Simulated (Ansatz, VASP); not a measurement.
SnSe in VASP and in Ansatz

```
Sn Se
1.0
     0.00000    2.96932    2.96932
     2.96932    0.00000    2.96932
     2.96932    2.96932    0.00000
Sn Se
1 1
Direct
  0.00000 0.00000 0.00000
  0.50000 0.50000 0.50000
```

Change from the starting cell: volume scaled by 0.96.

Alike in both runs: task single point; functional LDA; k mesh 9 × 9 × 9; occupations fermi-dirac, width 0.02 eV; no spin polarisation.

|  | VASP | Ansatz |
| --- | --- | --- |
| version | VASP 6.6.1 | Ansatz 0.2.0 |
| potentials or method | VASP PAW LDA potentials, release 64 (Sn_d, Se), cutoff 520 eV | all-electron LAPW, scalar-relativistic |

|  | VASP | Ansatz | Ansatz less VASP |
| --- | --- | --- | --- |
| pressure (GPa) | -1.1 | -1.2 | -0.12 |

LDA's correlation is that of Perdew and Zunger in VASP and of Perdew and Wang (1992) in Ansatz. Ansatz ran all-electron here, and VASP with PAW potentials.
